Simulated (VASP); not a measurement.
# Mo in VASP: single point with PBE

Aim: the single point of Mo with PBE.

Program: VASP 6.6.1. These are calculated values, not measurements. Logs are shortened: lines on timing, memory, paths and dates and some standing lists are left out, and cuts for length are marked.

### Step 1. The cell of the first run

The cell holds a slab with vacuum, 3 atoms: a = 2.737 Å, b = 2.737 Å, c = 16.469 Å, α = 90.00°, β = 90.00°, γ = 109.47°.

### Step 2. Single point, PBE

INCAR

```
PREC = Accurate
ENCUT = 520
EDIFF = 1E-6
ISMEAR = 1
SIGMA = 0.1
LREAL = F
LASPH = T
NELM = 100
ALGO = Normal
ISIF = 2
LWAVE = F
LCHARG = F
GGA = PE
NBANDS = 28
```

KPOINTS

```
regular mesh
0
Gamma
  16 16 1
```

POSCAR

```
Mo
1.0
    2.7366402760      0.0000000000      0.0000000000
   -0.9122134253      2.5801291957      0.0000000000
    0.0000000000      0.0000000000     16.4689148571
Mo
3
Direct
    0.0000000000      0.0000000000      0.3643227287
    0.5000000000      0.5000000000      0.5000000000
    0.0000000000      0.0000000000      0.6356772713
```

Potentials or basis: VASP PAW PBE potentials, release 64 (Mo_sv).

The run is started by

```bash
$ cat potpaw_PBE.64/Mo_sv/POTCAR > POTCAR
$ mpirun -np 1 vasp_std > vasp.out
```

OUTCAR:

```text
PREC = Accurate
   ENCUT = 520
   EDIFF = 1E-6
   ISMEAR = 1
   LREAL = F
   LASPH = T
   NELM = 100
   ISIF = 2
   GGA = PE

 ion  position               nearest neighbor table
   1  0.000  0.000  0.364-   2 2.74   2 2.74   2 3.16   2 3.16
   2  0.500  0.500  0.500-   1 2.74   3 2.74   1 2.74   3 2.74   1 3.16   3 3.16   1 3.16   3 3.16

   3  0.000  0.000  0.636-   2 2.74   2 2.74   2 3.16   2 3.16

  LATTYP: Found a base centered orthorhombic cell.
 ALAT       =     3.1600000000
 B/A-ratio  =     1.4142135624
 C/A-ratio  =     5.2116819168

  Lattice vectors:

 A1 = (   2.7366402760,   0.0000000000,   0.0000000000)
 A2 = (  -0.9122134253,   2.5801291957,   0.0000000000)
 A3 = (   0.0000000000,   0.0000000000,  16.4689148571)

Analysis of symmetry for initial positions (statically):
=====================================================================
 Subroutine PRICEL returns:
 Original cell was already a primitive cell.

 Routine SETGRP: Setting up the symmetry group for a
 base centered orthorhombic supercell.

 Subroutine GETGRP returns: Found  8 space group operations
 (whereof  8 operations were pure point group operations)
 out of a pool of  8 trial point group operations.

The static configuration has the point symmetry D_2h.

Analysis of symmetry for dynamics (positions and initial velocities):
=====================================================================
 Subroutine PRICEL returns:
 Original cell was already a primitive cell.

 Routine SETGRP: Setting up the symmetry group for a
 base centered orthorhombic supercell.

 Subroutine GETGRP returns: Found  8 space group operations
 (whereof  8 operations were pure point group operations)
 out of a pool of  8 trial point group operations.

The dynamic configuration has the point symmetry D_2h.

 Subroutine INISYM returns: Found  8 space group operations
 (whereof  8 operations are pure point group operations),
 and found     1 'primitive' translations

----------------------------------------------------------------------------------------

                                     Primitive cell

  volume of cell :     116.2851

  direct lattice vectors                    reciprocal lattice vectors
     2.736640276  0.000000000  0.000000000     0.365411563  0.129192497  0.000000000
    -0.912213425  2.580129196  0.000000000     0.000000000  0.387577491  0.000000000
     0.000000000  0.000000000 16.468914857     0.000000000  0.000000000  0.060720455

  length of vectors
     2.736640276  2.736640276 16.468914857     0.387577491  0.387577491  0.060720455

  position of ions in fractional coordinates (direct lattice)
     0.000000000  0.000000000  0.364322729
     0.500000000  0.500000000  0.500000000
     0.000000000  0.000000000  0.635677271

  ion indices of the primitive-cell ions
   primitive index   ion index
                 1           1
                 2           2
                 3           3

----------------------------------------------------------------------------------------

 KPOINTS: regular mesh

Automatic generation of k-mesh.
 Grid dimensions read from file:
 generate k-points for:   16   16    1

 Generating k-lattice:

  Cartesian coordinates                     Fractional coordinates (reciprocal lattice)
     0.022838223  0.008074531  0.000000000     0.062500000  0.000000000  0.000000000
     0.000000000  0.024223593  0.000000000     0.000000000  0.062500000  0.000000000
     0.000000000  0.000000000  0.060720455     0.000000000  0.000000000  1.000000000

  Length of vectors
     0.024223593  0.024223593  0.060720455

  Shift w.r.t. Gamma in fractional coordinates (k-lattice)
     0.000000000  0.000000000  0.000000000

 Subroutine IBZKPT returns following result:
 ===========================================

 Found     73 irreducible k-points:

 Following reciprocal coordinates:
            Coordinates               Weight
  0.000000  0.000000  0.000000      1.000000
  0.062500  0.000000  0.000000      4.000000
  0.125000  0.000000  0.000000      4.000000
  0.187500 -0.000000  0.000000      4.000000
  0.250000  0.000000  0.000000      4.000000
  0.312500  0.000000  0.000000      4.000000
[... 16 lines left out ...]
 -0.125000  0.062500  0.000000      4.000000
 -0.062500  0.062500  0.000000      2.000000
 [... further k-points ...]
   k-points           NKPTS =     73   k-points in BZ     NKDIM =     73   number of bands    NBANDS=     28
   number of dos      NEDOS =    301   number of ions     NIONS =      3
   total plane-waves  NPLWV =  50400
   dimension x,y,z NGX =    20 NGY =   20 NGZ =  126
   dimension x,y,z NGXF=    40 NGYF=   40 NGZF=  252
   ions per type =               3
   NGX,Y,Z   is equivalent  to a cutoff of  12.15, 12.15, 12.72 a.u.
   NGXF,Y,Z  is equivalent  to a cutoff of  24.30, 24.30, 25.44 a.u.
 SYSTEM =  unknown system
   PREC   = accura    normal or accurate (medium, high low for compatibility)
   ISTART =      0    job   : 0-new  1-cont  2-samecut
   ICHARG =      2    charge: 1-file 2-atom 10-const
   ISPIN  =      1    spin polarized calculation?
   LNONCOLLINEAR =      F non collinear calculations
   LSORBIT =      F    spin-orbit coupling
   LASPH  =      T    aspherical Exc in radial PAW
   ENCUT  =  520.0 eV  38.22 Ry    6.18 a.u.   5.09  5.09 30.62*2*pi/ulx,y,z
   NELM   =    100;   NELMIN=  2; NELMDL= -5     # of ELM steps
   EDIFF  = 0.1E-05   stopping-criterion for ELM
   LREAL  =      F    real-space projection
   EDIFFG = 0.1E-04   stopping-criterion for IOM
   NSW    =      0    number of steps for IOM
   IBRION =     -1    ionic relax: 0-MD 1-quasi-New 2-CG
   NFREE  =      0    steps in history (QN), initial steepest desc. (CG)
   ISIF   =      2    stress and relaxation
   ISYM   =      2    0-nonsym 1-usesym 2-fastsym
   POTIM  = 0.5000    time-step for ionic-motion
   TEBEG  =    0.0;   TEEND  =   0.0 temperature during run
   PSTRESS=    0.0 pullay stress
   NELECT =      42.0000    total number of electrons
   NUPDOWN=      -1.0000    fix difference up-down
   EMIN   =  10.00;   EMAX   =-10.00  energy-range for DOS
   EFERMI =   0.00;   METHOD = LEGACY
   ISMEAR =     1;   SIGMA  =   0.10  broadening in eV -4-tet -1-fermi 0-gaus
   EFERMI_NEDOS =   21; number of points for ismear=-14 and -15
   IALGO  =     38    algorithm
   IMIX   =      4    mixing-type and parameters
     AMIX     =   0.40;   BMIX     =  1.00
     AMIX_MAG =   1.60;   BMIX_MAG =  1.00
  volume/ion in A,a.u.               =      38.76       261.58
  Fermi-wavevector in a.u.,A,eV,Ry     =   1.165869  2.203174 18.493737  1.359251
  Thomas-Fermi vector in A             =   2.302390
   LORBIT       =      0    0 simple, 1 ext, 2 COOP (PROOUT), +10 PAW based schemes
   GGA     = PE    functional components
   LHFCALC =     F    Hartree Fock is set to
   AEXX    =    0.0000 exact exchange contribution
   IVDW    =     0    specifies the selected vdW correction
   LEPSILON=     F    determine dielectric tensor
   LRPA    =     F    only Hartree local field effects (RPA)
 non-spin polarized calculation
 Methfessel and Paxton  Order N= 1 SIGMA  =   0.10
  energy-cutoff  :      520.00
  volume of cell :      116.29
 maximum number of plane-waves:      3174
   NGX = 11   NGY = 11   NGZ = 61

 number of electron      41.9999991 magnetization

 Free energy of the ion-electron system (eV)
  ---------------------------------------------------
  ext. energy  EPLUGINS =         0.00000000
  ---------------------------------------------------
  free energy    TOTEN  =       -30.22648598 eV

  energy without entropy =      -30.22696269  energy(sigma->0) =      -30.22664489

 E-fermi :   2.3739     XC(G=0):  -6.7042

 val. band max:        2.3721493120   @ k =   0.3750   0.3125   0.0000
 cond. band min:       2.3792173083   @ k =   0.4375   0.2500   0.0000
 fundamental gap:      0.0070679963
 Fermi energy:         2.3739213236

 k-point     1 :       0.0000    0.0000    0.0000
  band No.  band energies     occupation
      1     -58.8915      2.00000
      2     -58.5993      2.00000
      3     -58.5711      2.00000
      4     -33.3184      2.00000
      5     -32.7667      2.00000
      6     -32.5633      2.00000
[... 20 lines left out ...]
     27       4.1168     -0.00000
     28       4.1774     -0.00000

 k-point     2 :       0.0625    0.0000    0.0000
  band No.  band energies     occupation
      1     -58.8858      2.00000
      2     -58.5946      2.00000
      3     -58.5673      2.00000
      4     -33.3075      2.00000
      5     -32.7830      2.00000
      6     -32.5618      2.00000
[... 20 lines left out ...]
     27       4.1614     -0.00000
     28       4.2602     -0.00000

 k-point     3 :       0.1250    0.0000    0.0000
  band No.  band energies     occupation
      1     -58.8694      2.00000
      2     -58.5810      2.00000
      3     -58.5565      2.00000
      4     -33.2767      2.00000
      5     -32.8371      2.00000
      6     -32.5626      2.00000
[... 20 lines left out ...]
     27       4.1348     -0.00000
     28       4.4724      0.00000

 k-point     4 :       0.1875   -0.0000    0.0000
  band No.  band energies     occupation
      1     -58.8446      2.00000
      2     -58.5607      2.00000
      3     -58.5404      2.00000
      4     -33.2316      2.00000
      5     -32.9397      2.00000
      6     -32.5766      2.00000
[... 20 lines left out ...]
     27       4.0823     -0.00000
     28       4.5590      0.00000

 k-point     5 :       0.2500    0.0000    0.0000
  band No.  band energies     occupation
      1     -58.8151      2.00000
      2     -58.5365      2.00000
      3     -58.5216      2.00000
      4     -33.1849      2.00000
      5     -33.0858      2.00000
      6     -32.6244      2.00000
[... 20 lines left out ...]
     27       4.2193     -0.00000
     28       4.5979      0.00000

 k-point     6 :       0.3125    0.0000    0.0000
  band No.  band energies     occupation
      1     -58.7851      2.00000
      2     -58.5122      2.00000
      3     -58.5028      2.00000
      4     -33.2462      2.00000
      5     -33.1630      2.00000
      6     -32.7693      2.00000
[... 463 lines left out ...]
      5     -33.0320      2.00000
      6     -32.6105      2.00000
[... 20 lines left out ...]
     27       4.3145     -0.00000
     28       4.5127      0.00000

 k-point    22 :      -0.1875    0.0625    0.0000
  band No.  band energies     occupation
      1     -58.8464      2.00000
      2     -58.5598      2.00000
      3     -58.5368      2.00000
      4     -33.2443      2.00000
      5     -32.8798      2.00000
      6     -32.6014      2.00000
[... 20 lines left out ...]
     27       4.2758     -0.00000
     28       4.3353     -0.00000

 k-point    23 :      -0.1250    0.0625    0.0000
  band No.  band energies     occupation
      1     -58.8690      2.00000
      2     -58.5791      2.00000
      3     -58.5529      2.00000
      4     -33.2834      2.00000
      5     -32.7855      2.00000
      6     -32.5968      2.00000
[... 20 lines left out ...]
     27       4.0111     -0.00000
     28       4.3680     -0.00000

 k-point    24 :      -0.0625    0.0625    0.0000
  band No.  band energies     occupation
      1     -58.8828      2.00000
      2     -58.5913      2.00000
      3     -58.5636      2.00000
      4     -33.3058      2.00000
      5     -32.7623      2.00000
      6     -32.5826      2.00000
[... 20 lines left out ...]
     27       3.9213     -0.00000
     28       4.3289     -0.00000

 [... further k-points ...]
[... 5 lines left out ...]
  --------------------------------------------------------------------------------------
  -------------------------------------------------------------------------------------
  Total       -4.2946373     -4.0840982     -2.6933464      0.2977473      0.0000000      0.0000000
  in kB      -59.1715474    -56.2707372    -37.1089481      4.1023650      0.0000000      0.0000000
  external PRESSURE =     -50.8504109 kB  Pullay stress =       0.0000000 kB

 VOLUME and BASIS-vectors are now :
 -----------------------------------------------------------------------------
  energy-cutoff  :      520.00
  volume of cell :      116.29
      direct lattice vectors                 reciprocal lattice vectors
     2.736640276  0.000000000  0.000000000     0.365411563  0.129192497  0.000000000
    -0.912213425  2.580129196  0.000000000     0.000000000  0.387577491  0.000000000
     0.000000000  0.000000000 16.468914857     0.000000000  0.000000000  0.060720455

 POSITION                                       TOTAL-FORCE (eV/Angst)
 -----------------------------------------------------------------------------------
      0.00000      0.00000      6.00000        -0.000000      0.000000      0.599369
      0.91221      1.29006      8.23446         0.000000      0.000000      0.000000
      0.00000      0.00000     10.46891         0.000000     -0.000000     -0.599369
 -----------------------------------------------------------------------------------
    total drift:                               -0.000000     -0.000000      0.000000

  FREE ENERGIE OF THE ION-ELECTRON SYSTEM (eV)
  ---------------------------------------------------
  free  energy   TOTEN  =       -30.2264859844 eV

  energy  without entropy=      -30.2269626914  energy(sigma->0) =      -30.22664489
```

Wall time 4.2 min (1 thread of Intel Xeon Platinum 8259CL at 2.50GHz (Skylake/Cascade Lake), shared host); peak memory 0.32 GiB.

Results:

```
Free energy            : -30.2265 eV
Largest force          : 0.599 eV/Å
Band gap on the k mesh : zero (band 21 reaches 3.62 eV, above the bottom of band 22 at 1.60 eV)
```

Forces in eV/Å, atoms in the order of the input:
```
Mo   0.000  0.000  0.599
Mo   0.000  0.000  0.000
Mo   0.000  0.000 -0.599
```
